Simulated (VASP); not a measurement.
# GaSb (lda) (F-43m) in VASP: a series of runs

Runs on GaSb (lda). Level: LDA. Tasks: single point, relaxation of cell and atoms.

All numbers are computed with VASP 6.6.1; they aren't measurements. Logs are shortened: lines on timing, memory, paths and dates and some standing lists are left out, and cuts for length are marked.

## (1) The cell of the first run

It takes space group F-43m (No. 216, cubic). The conventional cell has a = 6.049 Å, b = 6.049 Å, c = 6.049 Å, α = 90.00°, β = 90.00°, γ = 90.00°. Within 3.5 Å of Ga (site symmetry -43m) lie 4 Sb at 2.62 Å. Sb (site symmetry -43m) has 4 Ga at 2.62 Å within 3.5 Å.

## (2) Single point, LDA

File INCAR:

```
SYSTEM = GaSb
PREC     = Accurate       ! precision mode
ENCUT    = 500            ! plane-wave cutoff, eV
EDIFF    = 1E-6           ! SCF threshold, eV
ISMEAR   = 0              ! smearing method
SIGMA    = 0.1            ! smearing width, eV
LREAL    = .FALSE.        ! projectors in reciprocal space
LASPH    = .TRUE.         ! aspherical terms in the spheres
NELM     = 120            ! most SCF steps
ALGO     = Normal         ! electronic algorithm
ISIF     = 2              ! what is computed and relaxed
LWAVE    = .FALSE.        ! write WAVECAR
LCHARG   = .TRUE.         ! write CHGCAR
GGA      = CA             ! functional
LELF     = .TRUE.         ! ELF
LVHAR    = .TRUE.       
NBANDS   = 16             ! bands
GGA_COMPAT= .FALSE.
```

File KPOINTS:

```
Automatic mesh
0
G
  12 12 12
  0 0 0
```

File POSCAR:

```
GaSb
1.0
    0.0000000000      3.0244937292      3.0244937292
    3.0244937292      0.0000000000      3.0244937292
    3.0244937292      3.0244937292      0.0000000000
Ga Sb
1 1
Direct
    0.0000000000      0.0000000000      0.0000000000
    0.2500000000      0.2500000000      0.2500000000
```

Potentials or basis: VASP PAW LDA potentials, release 64 (Ga_d, Sb).

Command:

```console
$ cat potpaw_LDA.64/Ga_d/POTCAR potpaw_LDA.64/Sb/POTCAR > POTCAR
$ mpirun -np 1 vasp_std > vasp.out
```

OUTCAR:

```text
SYSTEM = GaSb
   PREC = Accurate
   ENCUT = 500
   EDIFF = 1E-6
   ISMEAR = 0
   LREAL = .FALSE.
   LASPH = .TRUE.
   NELM = 120
   ISIF = 2
   GGA = CA

 ion  position               nearest neighbor table
   1  0.000  0.000  0.000-   2 2.62   2 2.62   2 2.62   2 2.62
   2  0.250  0.250  0.250-   1 2.62   1 2.62   1 2.62   1 2.62

  LATTYP: Found a face centered cubic cell.
 ALAT       =     6.0489874584

  Lattice vectors:

 A1 = (   0.0000000000,   3.0244937292,   3.0244937292)
 A2 = (   3.0244937292,   0.0000000000,   3.0244937292)
 A3 = (   3.0244937292,   3.0244937292,   0.0000000000)

Analysis of symmetry for initial positions (statically):
=====================================================================
 Subroutine PRICEL returns:
 Original cell was already a primitive cell.

 Routine SETGRP: Setting up the symmetry group for a
 face centered cubic supercell.

 Subroutine GETGRP returns: Found 24 space group operations
 (whereof 24 operations were pure point group operations)
 out of a pool of 48 trial point group operations.

The static configuration has the point symmetry T_d .

Analysis of symmetry for dynamics (positions and initial velocities):
=====================================================================
 Subroutine PRICEL returns:
 Original cell was already a primitive cell.

 Routine SETGRP: Setting up the symmetry group for a
 face centered cubic supercell.

 Subroutine GETGRP returns: Found 24 space group operations
 (whereof 24 operations were pure point group operations)
 out of a pool of 48 trial point group operations.

The dynamic configuration has the point symmetry T_d .

 Subroutine INISYM returns: Found 24 space group operations
 (whereof 24 operations are pure point group operations),
 and found     1 'primitive' translations

----------------------------------------------------------------------------------------

                                     Primitive cell

  volume of cell :      55.3335

  direct lattice vectors                    reciprocal lattice vectors
     0.000000000  3.024493729  3.024493729    -0.165316924  0.165316924  0.165316924
     3.024493729  0.000000000  3.024493729     0.165316924 -0.165316924  0.165316924
     3.024493729  3.024493729  0.000000000     0.165316924  0.165316924 -0.165316924

  length of vectors
     4.277280051  4.277280051  4.277280051     0.286337312  0.286337312  0.286337312

  position of ions in fractional coordinates (direct lattice)
     0.000000000  0.000000000  0.000000000
     0.250000000  0.250000000  0.250000000

  ion indices of the primitive-cell ions
   primitive index   ion index
                 1           1
                 2           2

----------------------------------------------------------------------------------------

 KPOINTS: Automatic mesh

Automatic generation of k-mesh.
 Grid dimensions read from file:
 generate k-points for:   12   12   12

 Generating k-lattice:

  Cartesian coordinates                     Fractional coordinates (reciprocal lattice)
    -0.013776410  0.013776410  0.013776410     0.083333333  0.000000000  0.000000000
     0.013776410 -0.013776410  0.013776410     0.000000000  0.083333333  0.000000000
     0.013776410  0.013776410 -0.013776410     0.000000000  0.000000000  0.083333333

  Length of vectors
     0.023861443  0.023861443  0.023861443

  Shift w.r.t. Gamma in fractional coordinates (k-lattice)
     0.000000000  0.000000000  0.000000000

 Subroutine IBZKPT returns following result:
 ===========================================

 Found     72 irreducible k-points:

 Following reciprocal coordinates:
            Coordinates               Weight
  0.000000  0.000000  0.000000      1.000000
  0.083333  0.000000  0.000000      8.000000
  0.166667  0.000000  0.000000      8.000000
  0.250000  0.000000  0.000000      8.000000
  0.333333  0.000000  0.000000      8.000000
  0.416667  0.000000  0.000000      8.000000
[... 16 lines left out ...]
  0.500000  0.166667  0.000000     24.000000
 -0.416667  0.166667  0.000000     24.000000
 [... further k-points ...]
   k-points           NKPTS =     72   k-points in BZ     NKDIM =     72   number of bands    NBANDS=     16
   number of dos      NEDOS =    301   number of ions     NIONS =      2
   total plane-waves  NPLWV =  32768
   dimension x,y,z NGX =    32 NGY =   32 NGZ =   32
   dimension x,y,z NGXF=    64 NGYF=   64 NGZF=   64
   ions per type =               1   1
   NGX,Y,Z   is equivalent  to a cutoff of  12.44, 12.44, 12.44 a.u.
   NGXF,Y,Z  is equivalent  to a cutoff of  24.88, 24.88, 24.88 a.u.
 SYSTEM =  GaSb
   PREC   = accura    normal or accurate (medium, high low for compatibility)
   ISTART =      0    job   : 0-new  1-cont  2-samecut
   ICHARG =      2    charge: 1-file 2-atom 10-const
   ISPIN  =      1    spin polarized calculation?
   LNONCOLLINEAR =      F non collinear calculations
   LSORBIT =      F    spin-orbit coupling
   LASPH  =      T    aspherical Exc in radial PAW
   ENCUT  =  500.0 eV  36.75 Ry    6.06 a.u.   7.80  7.80  7.80*2*pi/ulx,y,z
   NELM   =    120;   NELMIN=  2; NELMDL= -5     # of ELM steps
   EDIFF  = 0.1E-05   stopping-criterion for ELM
   LREAL  =      F    real-space projection
   EDIFFG = 0.1E-04   stopping-criterion for IOM
   NSW    =      0    number of steps for IOM
   IBRION =     -1    ionic relax: 0-MD 1-quasi-New 2-CG
   NFREE  =      0    steps in history (QN), initial steepest desc. (CG)
   ISIF   =      2    stress and relaxation
   ISYM   =      2    0-nonsym 1-usesym 2-fastsym
   POTIM  = 0.5000    time-step for ionic-motion
   TEBEG  =    0.0;   TEEND  =   0.0 temperature during run
   PSTRESS=    0.0 pullay stress
   NELECT =      18.0000    total number of electrons
   NUPDOWN=      -1.0000    fix difference up-down
   EMIN   =  10.00;   EMAX   =-10.00  energy-range for DOS
   EFERMI =   0.00;   METHOD = LEGACY
   ISMEAR =     0;   SIGMA  =   0.10  broadening in eV -4-tet -1-fermi 0-gaus
   EFERMI_NEDOS =   21; number of points for ismear=-14 and -15
   IALGO  =     38    algorithm
   IMIX   =      4    mixing-type and parameters
     AMIX     =   0.40;   BMIX     =  1.00
     AMIX_MAG =   1.60;   BMIX_MAG =  1.00
  volume/ion in A,a.u.               =      27.67       186.70
  Fermi-wavevector in a.u.,A,eV,Ry     =   1.125908  2.127658 17.247687  1.267669
  Thomas-Fermi vector in A             =   2.262588
   LORBIT       =      0    0 simple, 1 ext, 2 COOP (PROOUT), +10 PAW based schemes
   GGA     = CA    functional components
   LHFCALC =     F    Hartree Fock is set to
   AEXX    =    0.0000 exact exchange contribution
   IVDW    =     0    specifies the selected vdW correction
   LEPSILON=     F    determine dielectric tensor
   LRPA    =     F    only Hartree local field effects (RPA)
 non-spin polarized calculation
 Gauss-broadening in eV      SIGMA  =   0.10
  energy-cutoff  :      500.00
  volume of cell :       55.33
 maximum number of plane-waves:      1424
   NGX = 15   NGY = 15   NGZ = 15

 number of electron      17.9999989 magnetization

 Free energy of the ion-electron system (eV)
  ---------------------------------------------------
  ext. energy  EPLUGINS =         0.00000000
  ---------------------------------------------------
  free energy    TOTEN  =        -8.67378175 eV

  energy without entropy =       -8.67370099  energy(sigma->0) =       -8.67374137

 E-fermi :   5.1245     XC(G=0):  -9.5441

 val. band max:        5.0350859628   @ k =   0.0000   0.0000   0.0000
 cond. band min:       5.1548647525   @ k =   0.0000   0.0000   0.0000
 fundamental gap:      0.1197787898
 Fermi energy:         5.1244916336

 k-point     1 :       0.0000    0.0000    0.0000
  band No.  band energies     occupation
      1     -10.1787      2.00000
      2     -10.1787      2.00000
      3     -10.1787      2.00000
      4     -10.1240      2.00000
      5     -10.1240      2.00000
      6      -6.7227      2.00000
[... 8 lines left out ...]
     15      13.6571      0.00000
     16      13.6571      0.00000

 k-point     2 :       0.0833    0.0000    0.0000
  band No.  band energies     occupation
      1     -10.1809      2.00000
      2     -10.1777      2.00000
      3     -10.1777      2.00000
      4     -10.1241      2.00000
      5     -10.1241      2.00000
      6      -6.6482      2.00000
[... 8 lines left out ...]
     15      13.1041      0.00000
     16      13.1041      0.00000

 k-point     3 :       0.1667    0.0000    0.0000
  band No.  band energies     occupation
      1     -10.1867      2.00000
      2     -10.1753      2.00000
      3     -10.1753      2.00000
      4     -10.1244      2.00000
      5     -10.1244      2.00000
      6      -6.4291      2.00000
[... 8 lines left out ...]
     15      12.6164      0.00000
     16      12.6164      0.00000

 k-point     4 :       0.2500    0.0000    0.0000
  band No.  band energies     occupation
      1     -10.1947      2.00000
      2     -10.1721      2.00000
      3     -10.1721      2.00000
      4     -10.1245      2.00000
      5     -10.1245      2.00000
      6      -6.0807      2.00000
[... 8 lines left out ...]
     15      12.5982      0.00000
     16      12.5982      0.00000

 k-point     5 :       0.3333    0.0000    0.0000
  band No.  band energies     occupation
      1     -10.2025      2.00000
      2     -10.1692      2.00000
      3     -10.1692      2.00000
      4     -10.1243      2.00000
      5     -10.1243      2.00000
      6      -5.6421      2.00000
[... 8 lines left out ...]
     15      13.1364      0.00000
     16      13.1364      0.00000

 k-point     6 :       0.4167    0.0000    0.0000
  band No.  band energies     occupation
      1     -10.2081      2.00000
      2     -10.1674      2.00000
      3     -10.1674      2.00000
      4     -10.1240      2.00000
      5     -10.1240      2.00000
      6      -5.2135      2.00000
[... 8 lines left out ...]
     15      14.0950      0.00000
     16      14.0950      0.00000
[... 267 lines left out ...]
 k-point    21 :       0.3333    0.1667    0.0000
  band No.  band energies     occupation
      1     -10.2055      2.00000
      2     -10.1667      2.00000
      3     -10.1655      2.00000
      4     -10.1286      2.00000
      5     -10.1224      2.00000
      6      -5.6891      2.00000
[... 8 lines left out ...]
     15      13.6787      0.00000
     16      14.2168      0.00000

 k-point    22 :       0.4167    0.1667    0.0000
  band No.  band energies     occupation
      1     -10.2106      2.00000
      2     -10.1651      2.00000
      3     -10.1633      2.00000
      4     -10.1283      2.00000
      5     -10.1225      2.00000
      6      -5.2467      2.00000
[... 8 lines left out ...]
     15      14.3072      0.00000
     16      14.9307      0.00000

 k-point    23 :       0.5000    0.1667    0.0000
  band No.  band energies     occupation
      1     -10.2134      2.00000
      2     -10.1643      2.00000
      3     -10.1625      2.00000
      4     -10.1272      2.00000
      5     -10.1231      2.00000
      6      -4.8748      2.00000
[... 8 lines left out ...]
     15      14.8570      0.00000
     16      14.9973      0.00000

 k-point    24 :      -0.4167    0.1667    0.0000
  band No.  band energies     occupation
      1     -10.2132      2.00000
      2     -10.1642      2.00000
      3     -10.1631      2.00000
      4     -10.1259      2.00000
      5     -10.1243      2.00000
      6      -4.8126      2.00000
[... 8 lines left out ...]
     15      13.7291      0.00000
     16      14.1590      0.00000

 [... further k-points ...]

------------------------ aborting loop because EDIFF is reached ----------------------------------------

  FORCE on cell =-STRESS in cart. coord.  units (eV):
  Direction    XX          YY          ZZ          XY          YZ          ZX
  --------------------------------------------------------------------------------------
  -------------------------------------------------------------------------------------
  Total        0.0639811      0.0639811      0.0639811     -0.0000000      0.0000000     -0.0000000
  in kB        1.8525679      1.8525679      1.8525679     -0.0000000      0.0000000     -0.0000000
  external PRESSURE =       1.8525679 kB  Pullay stress =       0.0000000 kB

 VOLUME and BASIS-vectors are now :
 -----------------------------------------------------------------------------
  energy-cutoff  :      500.00
  volume of cell :       55.33
      direct lattice vectors                 reciprocal lattice vectors
     0.000000000  3.024493729  3.024493729    -0.165316924  0.165316924  0.165316924
     3.024493729  0.000000000  3.024493729     0.165316924 -0.165316924  0.165316924
     3.024493729  3.024493729  0.000000000     0.165316924  0.165316924 -0.165316924

 POSITION                                       TOTAL-FORCE (eV/Angst)
 -----------------------------------------------------------------------------------
      0.00000      0.00000      0.00000        -0.000000     -0.000000     -0.000000
      1.51225      1.51225      1.51225         0.000000      0.000000      0.000000
 -----------------------------------------------------------------------------------
    total drift:                                0.000000      0.000000      0.000001

  FREE ENERGIE OF THE ION-ELECTRON SYSTEM (eV)
  ---------------------------------------------------
  free  energy   TOTEN  =        -8.6737817540 eV

  energy  without entropy=       -8.6737009907  energy(sigma->0) =       -8.67374137
```

Run time: 18 s. Hardware: 1 thread of Intel Xeon 6975P-C (Granite Rapids), shared host; peak memory 0.19 GiB.

What came out:

```
Free energy : -8.6738 eV
Pressure    : 0.2 GPa
```

Caveat: spin-orbit coupling is left out, which moves the levels of the heavy elements.

(Continued in part 2 of 2.)
